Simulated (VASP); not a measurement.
A run of VASP 6.6.1 is set up as follows.

INCAR

```
SYSTEM = Sn
PREC     = Accurate       ! precision mode
ENCUT    = 520            ! plane-wave cutoff, eV
EDIFF    = 1E-6           ! SCF threshold, eV
ISMEAR   = -1             ! smearing method
SIGMA    = 0.1            ! smearing width, eV
LREAL    = .False.        ! projectors in reciprocal space
LASPH    = .True.         ! aspherical terms in the spheres
NELM     = 60             ! most SCF steps
ALGO     = Normal         ! electronic algorithm
ISIF     = 2              ! what is computed and relaxed
LWAVE    = .False.        ! write WAVECAR
LCHARG   = .True.         ! write CHGCAR
GGA      = RP             ! functional
LELF     = .True.         ! ELF
LVHAR    = .True.       
NBANDS   = 13             ! bands
```

Contents of KPOINTS:

```
Automatic mesh
0
Gamma
  11 11 11
  0 0 0
```

File POSCAR:

```
Sn
1.0
    3.2343437860      0.0000000000      0.0000000000
    0.0000000000      3.2343437860      0.0000000000
    0.0000000000      0.0000000000      3.2343437860
Sn
1
Direct
    0.0000000000      0.0000000000      0.0000000000
```

Potentials or basis: VASP PAW PBE potentials, release 64 (Sn_d).

The run is started by

```bash
$ cat potpaw_PBE.64/Sn_d/POTCAR > POTCAR
$ mpirun -np 1 vasp_std > vasp.out
```

(1) Predict the pressure.

(2) Predict the band gap on the k mesh.

Answers

(1) -3.4 GPa.

(2) zero (band 7 reaches 10.32 eV, above the bottom of band 8 at 4.02 eV).

Caveat: the PAW data sets were made with another functional, which shifts forces and pressure a little; spin-orbit coupling is left out, which moves the levels of the heavy elements.
